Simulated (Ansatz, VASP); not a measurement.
## LiF in VASP and in Ansatz

```xyz
4
Lattice="3.0609 0.0000 0.0000 -1.5305 2.6509 0.0000 0.0000 0.0000 4.8073" Properties=species:S:1:pos:R:3 pbc="T T T"
Li    0.1591    1.6081    1.8323
Li    1.6896    0.7245    4.2360
F     0.0000    1.7672    4.7777
F     1.5305    0.8836    2.3741
```

Change from the starting cell: all Li atoms moved +0.225 Å, as atom 1 along Cartesian [1 -1 0].

Alike in both runs: task single point; functional LDA; k mesh 9 × 9 × 6; occupations gaussian, width 0.05 eV; no spin polarisation.

|  | VASP | Ansatz |
| --- | --- | --- |
| version | VASP 6.6.1 | Ansatz 0.2.0 |
| potentials or method | VASP PAW LDA potentials, release 64 (Li_sv, F), cutoff 520 eV | scalar-relativistic, plane waves, PAW |
| valence electrons in the cell | 20 | 20 |

|  | VASP | Ansatz | Ansatz less VASP |
| --- | --- | --- | --- |
| gap on the k mesh at the Fermi level (eV) | 7.46 | 7.48 | +0.017 |
| least direct gap on the mesh (eV) | 7.46 | 7.48 | +0.017 |
| rms of the force components (eV/Å) | 0.651 | 0.639 | -0.0124 |

LDA's correlation is that of Perdew and Zunger in VASP and of Perdew and Wang (1992) in Ansatz. Atom by atom the forces differ by 0.013 eV/Å (rms over components).

Noted on VASP's run: the cutoff is under 1.25 times that of the potentials, so the pressure is a little rough.
